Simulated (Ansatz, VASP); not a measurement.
**One calculation of Y2AlN3, two programs**

File INCAR:

```
ALGO = Normal ; EDIFF = 1E-6
ENCUT = 520 ; GGA = PE
ISIF = 2 ; ISMEAR = 0
LASPH = T ; LCHARG = F
LREAL = F ; LWAVE = F
NBANDS = 52 ; NELM = 100
PREC = Accurate ; SIGMA = 0.1
```

KPOINTS

```
k-points
0
Gamma
  4 2 2
```

Contents of POSCAR:

```
Y2AlN3
1.0
    3.3149097012      0.0000000000      0.0000000000
    0.0000000000      5.7415920250      0.0000000000
    0.0000000000      0.0000000000      7.9775796984
Y Al N
4 2 6
Direct
    1.0000000000      0.3333333333      0.6818569126
    0.5000000000      0.8333333333      0.6818569126
    0.5000000000      0.1666666667      0.3181430874
    1.0000000000      0.6666666667      0.3181430874
    1.0000000000      0.0000000000      1.0000000000
    0.5000000000      0.5000000000      1.0000000000
    1.0000000000      0.3333333333      0.1400806793
    0.5000000000      0.8333333333      0.1400806793
    0.5000000000      0.1666666667      0.8599193207
    1.0000000000      0.6666666667      0.8599193207
    0.0000000000      0.0000000000      0.5000000000
    0.5000000000      0.5000000000      0.5000000000
```

Input for Ansatz:

```yaml
crystal:
  lattice:
    - [3.3149097012, 0.0, 0.0]
    - [0.0, 5.741592025, 0.0]
    - [0.0, 0.0, 7.9775796984]
  atoms:
    - { symbol: "Y", position: [1.0, 0.3333333333, 0.6818569126] }
    - { symbol: "Y", position: [0.5, 0.8333333333, 0.6818569126] }
    - { symbol: "Y", position: [0.5, 0.1666666667, 0.3181430874] }
    - { symbol: "Y", position: [1.0, 0.6666666667, 0.3181430874] }
    - { symbol: Al, position: [1.0, 0.0, 1.0] }
    - { symbol: Al, position: [0.5, 0.5, 1.0] }
    - { symbol: "N", position: [1.0, 0.3333333333, 0.1400806793] }
    - { symbol: "N", position: [0.5, 0.8333333333, 0.1400806793] }
    - { symbol: "N", position: [0.5, 0.1666666667, 0.8599193207] }
    - { symbol: "N", position: [1.0, 0.6666666667, 0.8599193207] }
    - { symbol: "N", position: [0.0, 0.0, 0.5] }
    - { symbol: "N", position: [0.5, 0.5, 0.5] }
basis:
  ecutwfc: 420
kpoints:
  mp_grid: { grid: [4, 2, 2] }
hamiltonian:
  xc: pbe
scf:
  occupations: { method: gaussian, width: 0.1 }
  lower_state_search: "off"
output:
  forces: true
  stress: true
  eigenvalues: true
```

Alike in both runs: task single point; functional PBE; k mesh 4 × 2 × 2; occupations gaussian, width 0.1 eV; no spin polarisation.

|  | VASP | Ansatz |
| --- | --- | --- |
| version | VASP 6.6.1 | Ansatz 0.2.0 |
| potentials or method | VASP PAW PBE potentials, release 64 (Y_sv, Al, N), cutoff 520 eV | scalar-relativistic, plane waves, PAW |
| valence electrons in the cell | 80 | 80 |

|  | VASP | Ansatz | Ansatz less VASP |
| --- | --- | --- | --- |
| gap on the k mesh at the Fermi level (eV) | 0.50 | 0.50 | +0.002 |
| least direct gap on the mesh (eV) | 0.50 | 0.50 | +0.002 |
| pressure (GPa) | -0.1 | 0.1 | +0.20 |
| traceless stress, the component that is largest in VASP (GPa) | 0.40 | 0.40 | +0.008 |
| rms of the force components (eV/Å) | 0.010 | 0.010 | -0.0005 |

Atom by atom the forces differ by 0.001 eV/Å (rms over components). With one functional, cell and mesh, what is left measures potentials, basis and numerics.

The k mesh is coarse, so the values compare programs but aren't converged.
